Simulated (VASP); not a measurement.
# Cs: single point with BLYP

Crystal: Cs.

```xyz
4
Lattice="5.5659 0.0000 0.0000 -2.7830 4.8202 0.0000 0.0000 0.0000 18.5216" Properties=species:S:1:pos:R:3 pbc="T T T"
Cs    0.0000    0.0000    0.0000
Cs    0.0000    3.2135    4.6304
Cs    0.0000    0.0000    9.2608
Cs    2.7830    1.6067   13.8912
```

This isn't the form of Cs at room conditions, which is bcc.

- Program: VASP 6.6.1
- Task: single point
- Functional: BLYP
- Potentials or basis: VASP PAW PBE potentials, release 64 (Cs_sv)
- Cutoff: 520 eV
- k mesh: 5 × 5 × 2
- Occupations: fermi-dirac, width 0.05 eV
- Spin: no spin polarisation
- Dipole correction: no
- Further INCAR settings: ALGO = Normal; EDIFF = 1e-07; NBANDS = 26

```json
{"Pressure": "0.0 GPa", "Band gap on the k mesh": "zero (bands 18 and 19 overlap by 1.46 eV)"}
```

Levels at points of the mesh, in eV from the Fermi level:
```csv
k point,band 14,band 15,band 16,band 17,band 18,band 19,band 20,band 21,band 22,band 23
"(0.00, 0.00, 0.00)",-10.75,-10.74,-10.74,-1.55,-0.99,-0.99,-0.07,0.85,1.55,1.56
"(0.00, 0.00, 0.50)",-10.74,-10.74,-10.74,-1.40,-1.40,-0.43,-0.43,1.12,1.12,1.98
```

It took 6 min on 1 thread of Oxide Virtual Turin-like Processor, with other jobs on the host, peak memory 0.49 GiB.

Caveat: the PAW data sets were made with another functional, which shifts forces and pressure a little; spin-orbit coupling is left out, which moves the levels of the heavy elements.
